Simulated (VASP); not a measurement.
# O in VASP: further runs, part 2 of 3

VASP 6.6.1. Earlier steps stand in the parts before.

## Step 4: Single point, PBE+D3(BJ), collinear spin, ferromagnetic start

Contents of INCAR:

```
  PREC = Accurate
  ENCUT = 520
  EDIFF = 1E-6
  ISMEAR = -1
  SIGMA = 0.02
  LREAL = Auto
  LASPH = T
  NELM = 150
  ALGO = Normal
  ISIF = 2
  LWAVE = F
  LCHARG = F
  ISPIN = 2
  MAGMOM = 1 1 1 1 1 1 1 1 1 1 1 1 1 1 1 1 1 1 1 1
  LORBIT = 11
  GGA = PE
  IVDW = 12
  NBANDS = 80
```

Contents of KPOINTS:

```
Automatic mesh
0
Gamma
  1 1 1
```

Contents of POSCAR:

```
O
1.0
    7.7749800000      0.0000000000      0.0000000000
    0.0000000000      7.7749800000      0.0000000000
    0.0000000000      0.0000000000      7.7749800000
O
20
Direct
    0.6414678880      0.1699425593      0.2804380204
    0.5210174174      0.0830227216      0.2253253385
    0.5522586553      0.6558087609      0.0365145634
    0.4384577195      0.7633074297      0.0575435564
    0.9529928051      0.6207347157      0.6942140044
    0.8785746073      0.5345094135      0.8063686337
    0.3518465642      0.4990752388      0.7159118094
    0.3487983249      0.3743546607      0.6258536999
    0.6865226663      0.1951001803      0.7503556279
    0.7770052142      0.2066243257      0.6216221778
    1.0038739649      0.9055200142      0.9713465501
    0.8895714201      0.9862919262      1.0376618332
    0.1458138799      0.0416335476      0.4747922181
    0.1382254359     -0.1105597699      0.4489400616
    0.7915647371      0.4988051416      0.2516147952
    0.8735327937      0.6261237971      0.2562836174
    0.1322189896      0.2737756239      0.0507010951
    0.1915631937      0.3023030284      0.1940197917
    0.6013391674      0.8476291900      0.6136993278
    0.5824838135      0.8263944087      0.4623420253
```

Potentials or basis: VASP PAW PBE potentials, release 64 (O).

Run with:

```console
> cat potpaw_PBE.64/O/POTCAR > POTCAR
> mpirun -np 1 vasp_gam > vasp.out
```

OUTCAR:

```text
PREC = Accurate
   ENCUT = 520
   EDIFF = 1E-6
   ISMEAR = -1
   LREAL = Auto
   LASPH = T
   NELM = 150
   ISIF = 2
   ISPIN = 2
   LORBIT = 11
   GGA = PE
   IVDW = 12
 IVDW          = 12

 ion  position               nearest neighbor table
   1  0.641  0.170  0.280-   2 1.23
   2  0.521  0.083  0.225-   1 1.23
   3  0.552  0.656  0.037-   4 1.23
   4  0.438  0.763  0.058-   3 1.23
   5  0.953  0.621  0.694-   6 1.24
   6  0.879  0.535  0.806-   5 1.24
[... 412 lines left out ...]
      4.98740      1.32130      2.18040         0.002008      0.025953     -0.021357
      4.05090      0.64550      1.75190        -0.080275      0.085847     -0.128390
      4.29380      5.09890      0.28390         0.181572     -0.202183     -0.120577
      3.40900      5.93470      0.44740        -0.331006      0.210982     -0.000841
      7.40950      4.82620      5.39750        -0.330662     -0.396685      0.459992
      6.83090      4.15580      6.26950         0.348169      0.415954     -0.458834
[... 12 lines left out ...]
      4.67540      6.59030      4.77150         0.345423      0.342229      2.930143
      4.52880      6.42520      3.59470        -0.363662     -0.538983     -2.803134
 -----------------------------------------------------------------------------------
    total drift:                               -0.001117     -0.006121     -0.012526

  FREE ENERGIE OF THE ION-ELECTRON SYSTEM (eV)
  ---------------------------------------------------
  free  energy   TOTEN  =       -99.1179807266 eV

  energy  without entropy=      -99.1179807266  energy(sigma->0) =      -99.11798073

 total charge

# of ion       s       p       d       tot
------------------------------------------
    1        1.613   3.279   0.000   4.892
    2        1.612   3.281   0.000   4.893
    3        1.612   3.286   0.000   4.898
    4        1.612   3.283   0.000   4.895
    5        1.612   3.262   0.000   4.874
    6        1.612   3.263   0.000   4.875
[... 12 lines left out ...]
   19        1.613   3.333   0.000   4.945
   20        1.613   3.333   0.000   4.947
--------------------------------------------------
tot         32.253  66.149   0.000  98.402

 magnetization (x)

# of ion       s       p       d       tot
------------------------------------------
    1        0.011   0.801   0.000   0.812
    2        0.011   0.804   0.000   0.815
    3        0.010   0.799   0.000   0.810
    4        0.010   0.803   0.000   0.814
    5        0.011   0.803   0.000   0.814
    6        0.010   0.802   0.000   0.813
[... 12 lines left out ...]
   19        0.010   0.794   0.000   0.804
   20        0.010   0.796   0.000   0.806
--------------------------------------------------
tot          0.208  15.963   0.000  16.172
```

OSZICAR:

```text
N       E                     dE             d eps       ncg     rms          rms(c)
DAV:   1     0.112539026153E+04    0.11254E+04   -0.67752E+04   344   0.138E+03
DAV:   2     0.178032215583E+02   -0.11076E+04   -0.10749E+04   432   0.331E+02
DAV:   3    -0.956405825582E+02   -0.11344E+03   -0.10704E+03   360   0.111E+02
DAV:   4    -0.979369523579E+02   -0.22964E+01   -0.22910E+01   400   0.166E+01
DAV:   5    -0.979780774234E+02   -0.41125E-01   -0.41110E-01   416   0.221E+00    0.206E+01
DAV:   6    -0.979468074035E+02    0.31270E-01   -0.11629E+01   368   0.144E+01    0.959E+00
DAV:   7    -0.985022483195E+02   -0.55544E+00   -0.21206E+00   352   0.667E+00    0.467E+00
DAV:   8    -0.984659789852E+02    0.36269E-01   -0.66675E-01   352   0.339E+00    0.141E+00
DAV:   9    -0.984890916818E+02   -0.23113E-01   -0.67320E-02   368   0.118E+00    0.662E-01
DAV:  10    -0.984922881631E+02   -0.31965E-02   -0.75834E-03   368   0.426E-01    0.165E-01
DAV:  11    -0.984925538950E+02   -0.26573E-03   -0.76357E-04   352   0.141E-01    0.621E-02
DAV:  12    -0.984925675201E+02   -0.13625E-04   -0.14066E-04   368   0.600E-02    0.246E-02
DAV:  13    -0.984925614562E+02    0.60639E-05   -0.32937E-05   376   0.311E-02    0.141E-02
DAV:  14    -0.984925585654E+02    0.28908E-05   -0.68470E-06   352   0.164E-02    0.724E-03
DAV:  15    -0.984925551870E+02    0.33784E-05   -0.44070E-06   344   0.136E-02    0.445E-03
DAV:  16    -0.984925532853E+02    0.19016E-05   -0.23204E-06   280   0.120E-02    0.231E-03
DAV:  17    -0.984925531587E+02    0.12665E-06   -0.14362E-06   232   0.611E-03
   1 F= -.99117981E+02 E0= -.99117981E+02  d E =-.286904E-12  mag=    20.0000
```

Wall time 2.8 min (1 thread of AMD EPYC 7R13, shared host); peak memory 0.55 GiB.

Results:

```
Free energy                                           : -99.1180 eV
Pressure                                              : 2.2 GPa
Largest force                                         : 4.906 eV/Å
Net moment                                            : 20.00 μB per cell
Site moments                                          : O +0.81, +0.80 (each value once) μB
Valence electrons inside the program's atomic spheres : O 4.89, 4.90, 4.87, 4.88, 4.95, 4.93, 4.94, 4.98 (each value once)
Dispersion energy per atom                            : -0.031 eV
```

Forces in eV/Å, atoms in the order of the input:
```
O    0.002  0.026 -0.021
O   -0.080  0.086 -0.128
O    0.182 -0.202 -0.121
O   -0.331  0.211 -0.001
O   -0.331 -0.397  0.460
O    0.348  0.416 -0.459
O    0.070  2.465  1.774
O   -0.090 -2.464 -1.804
O   -0.257 -0.004  0.406
O    0.303  0.031 -0.312
O    1.710 -1.203 -0.991
O   -1.717  1.130  0.989
O    0.126  2.495  0.472
O   -0.126 -2.528 -0.440
O   -2.528 -4.108 -0.070
O    2.692  4.098  0.157
O   -0.132 -0.020 -0.482
O    0.177  0.164  0.443
O    0.345  0.342  2.930
O   -0.364 -0.539 -2.803
```

Levels at points of the mesh, in eV from the Fermi level:
Spin up:
| k point | band 68 | band 69 | band 70 | band 71 | band 72 | band 73 |
| --- | --- | --- | --- | --- | --- | --- |
| (0.00, 0.00, 0.00) | -0.74 | -0.60 | -0.57 | 5.29 | 6.51 | 6.56 |
Spin down:
```csv
k point,band 47,band 48,band 49,band 50,band 51,band 52,band 53,band 54
"(0.00, 0.00, 0.00)",-5.43,-5.37,-5.33,-5.29,0.98,1.01,1.04,1.07
```

Caveat: the k points lie up to 0.81 Å⁻¹ apart, too coarse for converged energies, forces and pressures; the standard files for N, O and F lose accuracy on very short bonds; the atoms stand as in a frame of molecular dynamics.

## Step 5: Single point, PBE+D3(BJ), collinear spin, ferromagnetic start

Contents of INCAR:

```
SYSTEM = O
PREC = Accurate ; ENCUT = 520
EDIFF = 1E-6 ; ISMEAR = -1
SIGMA = 0.02 ; LREAL = Auto
LASPH = .True. ; NELM = 150
ALGO = Normal ; ISIF = 2
LWAVE = .False. ; LCHARG = .True.
ISPIN = 2 ; MAGMOM = 1 1 1 1 1 1 1 1 1 1 1 1 1 1 1 1 1 1 1 1
LORBIT = 11 ; GGA = PE
IVDW = 12 ; LELF = .True.
LVHAR = .True. ; NBANDS = 80
```

Contents of KPOINTS:

```
regular mesh
0
Gamma
  1 1 1
  0 0 0
```

Contents of POSCAR:

```
O
1.0
    7.7749800000      0.0000000000      0.0000000000
    0.0000000000      7.7749800000      0.0000000000
    0.0000000000      0.0000000000      7.7749800000
O
20
Direct
    0.6485289994      0.1811065752      0.3035506201
    0.5435898227      0.0929520076      0.2272160186
    0.5893262748      0.6428826827      0.0036012954
    0.4779562134      0.7510887488      0.0349325657
    0.9393593295      0.5805674098      0.6758473977
    0.8908190118      0.5210302792      0.8152947017
    0.3289526147      0.4784320989      0.7167478244
    0.3560652246      0.3965540747      0.5875256271
    0.7120018315      0.1818911431      0.7535453467
    0.7784971794      0.2495954974      0.6295964748
    0.9520796195      0.8985746587      0.9563111416
    0.8627674926      0.9736359450      1.0564914636
    0.1522319028      0.0170804298      0.4654802971
    0.1401289778     -0.1354987408      0.4833710183
    0.8421243527      0.4987279710      0.2474089966
    0.8732626965      0.6454293130      0.2299812990
    0.1304054801      0.2945087962      0.0722831441
    0.1692351620      0.3100200901      0.2226629522
    0.5507538283      0.8860087100      0.6203745862
    0.5610303821      0.8358220857      0.4733259764
```

Run with:

```console
> cat potpaw_PBE.64/O/POTCAR > POTCAR
> mpirun -np 1 vasp_gam > vasp.out
```

Run time: 3.2 min. Hardware: 1 thread of AMD EPYC 7R13, shared host; peak memory 0.55 GiB.

The run converged. Its results:

- Free energy: -99.0006 eV
- Pressure: 2.7 GPa
- Largest force: 5.284 eV/Å
- Net moment: 20.00 μB per cell
- Site moments: O +0.81, +0.80 (each value once) μB
- Valence electrons inside the program's atomic spheres: O 4.91, 4.89, 4.88, 4.93, 4.92, 4.95, 4.94, 4.99 (each value once)
- Dispersion energy per atom: -0.032 eV

Forces in eV/Å, atoms in the order of the input:
```
O    0.590  0.542  0.412
O   -0.734 -0.424 -0.595
O   -0.082 -0.050 -0.096
O   -0.119  0.062  0.014
O   -0.123 -0.068  0.345
O    0.228  0.248 -0.294
O   -0.331  1.048  1.656
O    0.352 -1.054 -1.666
O   -0.621 -0.572  1.233
O    0.620  0.494 -1.175
O    1.808 -1.422 -2.039
O   -1.695  1.491  1.948
O    0.216  2.840 -0.315
O   -0.230 -2.859  0.340
O   -1.131 -5.119  0.655
O    1.184  5.109 -0.457
O   -0.336 -0.170 -1.467
O    0.434  0.170  1.414
O   -0.162  0.463  1.674
O    0.134 -0.728 -1.589
```

Stress tensor (GPa, compression positive):
```
 0.95  0.43 -0.47
 0.43  4.31  0.62
-0.47  0.62  2.83
```

Levels at points of the mesh, in eV from the Fermi level:
Spin up:
```tsv
k point	band 67	band 68	band 69	band 70	band 71	band 72	band 73	band 74
(0.00, 0.00, 0.00)	-0.76	-0.68	-0.56	-0.53	5.23	6.47	6.63	6.83
```
Spin down:
```
           k point  band 47  band 48  band 49  band 50  band 51  band 52  band 53  band 54
(0.00, 0.00, 0.00)    -5.45    -5.44    -5.40    -5.18     0.96     1.02     1.07     1.09
```

Caveat: the k points lie up to 0.81 Å⁻¹ apart, too coarse for converged energies, forces and pressures; the standard files for N, O and F lose accuracy on very short bonds; the atoms stand as in a frame of molecular dynamics.

[end of part 2 of 3]
